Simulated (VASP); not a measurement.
The system is Nd.

```xyz
1
Lattice="0.0000 2.6049 2.6049 2.6049 0.0000 2.6049 2.6049 2.6049 0.0000" Properties=species:S:1:pos:R:3 pbc="T T T"
Nd    0.0000    0.0000    0.0000
```

This isn't the form of Nd at room conditions, which is double hcp.

Base run:

```yaml
Program: VASP 6.6.1
Functional: PBE
Potentials_or_basis: VASP PAW PBE potentials, release 64 (Nd)
Cutoff: 520 eV
k_mesh: 8 × 8 × 8
Occupations: methfessel-paxton, width 0.05 eV
Spin: collinear spin, ferromagnetic start
Starting_moments: "[3.0] μB"
```

Its results: pressure -0.4 GPa; net moment 4.29 μB per cell; site moments Nd +3.42 μB.

Q: The run is repeated on the same cell with these changes: k mesh from 8 × 8 × 8 to 12 × 12 × 12; further incar settings from ALGO = Fast; EDIFF = 1e-06; NBANDS = 17 to ALGO = Normal; EDIFF = 1e-06; NBANDS = 17. What comes out?

A: Pressure -0.5 GPa; net moment 4.13 μB per cell; site moments Nd +3.37 μB.

Caveats: the magnetic or orbital state may not be the lowest.
